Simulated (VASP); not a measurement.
A run of VASP 6.6.1:

File INCAR:

```
SYSTEM = CdS
PREC = Accurate ; ENCUT = 520
EDIFF = 1E-7 ; ISMEAR = -1
SIGMA = 0.05 ; LREAL = .False.
LASPH = .True. ; NELM = 100
ALGO = Normal ; ISIF = 2
LWAVE = .False. ; LCHARG = .False.
GGA = PS ; NBANDS = 26
```

The input KPOINTS:

```
Automatic mesh
0
Gamma
  7 7 4
  0 0 0
```

The input POSCAR:

```
CdS
1.0
    4.0282809404      0.0000000000      0.0000000000
   -2.0141404702      3.4885936280      0.0000000000
    0.0000000000      0.0000000000      6.5624173539
Cd S
2 2
Direct
    0.6666666667      0.3333333333      0.4994840535
    0.3333333333      0.6666666667     -0.0005159465
    0.6666666667      0.3333333333      0.8755159465
    0.3333333333      0.6666666667      0.3755159465
```

Potentials or basis: VASP PAW PBE potentials, release 64 (Cd, S).

The run is started by

```console
$ cat potpaw_PBE.64/Cd/POTCAR potpaw_PBE.64/S/POTCAR > POTCAR
$ mpirun -np 1 vasp_std > vasp.out
```

Hardware: 1 thread of Intel(R) Xeon(R) 6975P-C (Granite Rapids), with other jobs on the host.

Problem. Estimate the wall time of this run.

Solution. Run time: 29 s on 1 thread of Intel(R) Xeon(R) 6975P-C (Granite Rapids), with other jobs on the host, peak memory 0.22 GiB. Counts: scf iterations 15, k points 24.
